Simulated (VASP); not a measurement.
A run of VASP 6.6.1:

Contents of POSCAR:

```
O
1.0
    9.0000000000      0.0000000000      0.0000000000
    0.0000000000      9.2000000000      0.0000000000
    0.0000000000      0.0000000000     10.2000000000
O
2
Direct
    0.5000000000      0.5000000000      0.4401960800
    0.5000000000      0.5000000000      0.5598039200
```

The input INCAR.step1:

```
SYSTEM = O
PREC     = Accurate       ! precision mode
ENCUT    = 520            ! plane-wave cutoff, eV
ISMEAR   = -1             ! smearing method
SIGMA    = 0.01           ! smearing width, eV
LREAL    = .False.        ! projectors in reciprocal space
LASPH    = .True.         ! aspherical terms in the spheres
NELM     = 150            ! most SCF steps
ISPIN    = 2              ! spin polarisation
MAGMOM   = 1 1            ! initial moments
GGA      = PE             ! functional
ALGO     = Normal         ! electronic algorithm
EDIFF    = 1E-4           ! SCF threshold, eV
LWAVE    = .True.         ! write WAVECAR
LCHARG   = .False.        ! write CHGCAR
```

INCAR.step2

```
SYSTEM = O
PREC     = Accurate       ! precision mode
ENCUT    = 520            ! plane-wave cutoff, eV
EDIFF    = 1E-7           ! SCF threshold, eV
ISMEAR   = -1             ! smearing method
SIGMA    = 0.01           ! smearing width, eV
LREAL    = .False.        ! projectors in reciprocal space
LASPH    = .True.         ! aspherical terms in the spheres
NELM     = 150            ! most SCF steps
ALGO     = Normal         ! electronic algorithm
ISIF     = 2              ! what is computed and relaxed
LWAVE    = .False.        ! write WAVECAR
LCHARG   = .False.        ! write CHGCAR
ISPIN    = 2              ! spin polarisation
MAGMOM   = 1 1            ! initial moments
LORBIT   = 11             ! projections on sites
METAGGA  = R2SCAN         ! meta-GGA
LMIXTAU  = .True.       
IBRION   = 2              ! ionic algorithm
NSW      = 100            ! ionic steps
EDIFFG   = -0.003         ! ionic threshold
ISTART   = 1
```

Contents of KPOINTS:

```
regular mesh
0
Gamma
  1 1 1
  0 0 0
```

Potentials or basis: VASP PAW PBE potentials, release 64 (O).

Launch:

```bash
$ cat potpaw_PBE.64/O/POTCAR > POTCAR
$ cp INCAR.step1 INCAR
$ mpirun -np 1 vasp_gam > vasp.out
$ cp INCAR.step2 INCAR
$ mpirun -np 1 vasp_gam > vasp.out
```

Hardware: 1 thread of AMD EPYC 7R43 64-Core Processor (Zen 3) (shared host).

Estimate the wall time of this run.

Wall time 15 min on 1 thread of AMD EPYC 7R43 64-Core Processor (Zen 3), with other jobs on the host, peak memory 1.2 GiB. Counts: k points 1, ion steps 3.
